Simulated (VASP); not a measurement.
Input of a VASP 6.6.1 run:

The input INCAR:

```
SYSTEM = MgS
ALGO = Normal
EDIFF = 1E-6
ENCUT = 520
GGA = CA
ISIF = 2
ISMEAR = 0
LASPH = .TRUE.
LCHARG = .FALSE.
LREAL = .FALSE.
LWAVE = .FALSE.
NBANDS = 11
NELM = 60
PREC = Accurate
SIGMA = 0.01
```

File KPOINTS:

```
k-points
0
G
  8 8 8
  0 0 0
```

Contents of POSCAR:

```
MgS
1.0
    2.5641824302      2.5641824302      0.0000000000
   -2.5641824302      2.5641824302      0.0000000000
    0.0000000000      2.5641824302      2.5641824302
Mg S
1 1
Direct
    0.0000000000      0.0000000000      0.0000000000
    0.5000000000      0.5000000000      0.0000000000
```

Potentials or basis: VASP PAW LDA potentials, release 64 (Mg, S).

Launch:

```bash
$ cat potpaw_LDA.64/Mg/POTCAR potpaw_LDA.64/S/POTCAR > POTCAR
$ mpirun -np 1 vasp_std > vasp.out
```

Predict the pressure.

-0.6 GPa.

Estimate the band gap on the k mesh.

2.65 eV, indirect (least direct gap 3.84 eV).

A k mesh can miss the band edges. Expect the measured gap to be larger: semilocal functionals such as LDA lack the derivative discontinuity.
